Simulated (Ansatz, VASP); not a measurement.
La: VASP beside Ansatz

```xyz
2
Lattice="3.7500 0.0000 0.0000 -1.8750 3.2476 0.0000 0.0000 0.0000 6.0700" Properties=species:S:1:pos:R:3 pbc="T T T"
La    0.0000    2.1651    1.5175
La    1.8750    1.0825    4.5525
```

Alike in both runs: task electric field gradients; functional LDA; k mesh 11 × 11 × 6; occupations fermi-dirac, width 0.05 eV; no spin polarisation.

```csv
,VASP,Ansatz
version,VASP 6.6.1,Ansatz 0.2.0
potentials or method,"VASP PAW LDA potentials, release 64 (La)","PAW with Ansatz's default frozen-core files, scalar-relativistic"
plane-wave cutoff (eV),520,420
valence electrons in the cell,22,22
```

```tsv
	VASP	Ansatz	Ansatz less VASP
pressure (GPa)	-3.1	-3.0	+0.06
traceless stress, the component that is largest in VASP (GPa)	-0.09	-0.09	+0.002
size of Vzz on the site where it differs most (V/Å²)	10.4	9.1	-1.33
```

LDA's correlation is that of Perdew and Zunger in VASP and of Perdew and Wang (1992) in Ansatz.

Spin-orbit coupling is off throughout.
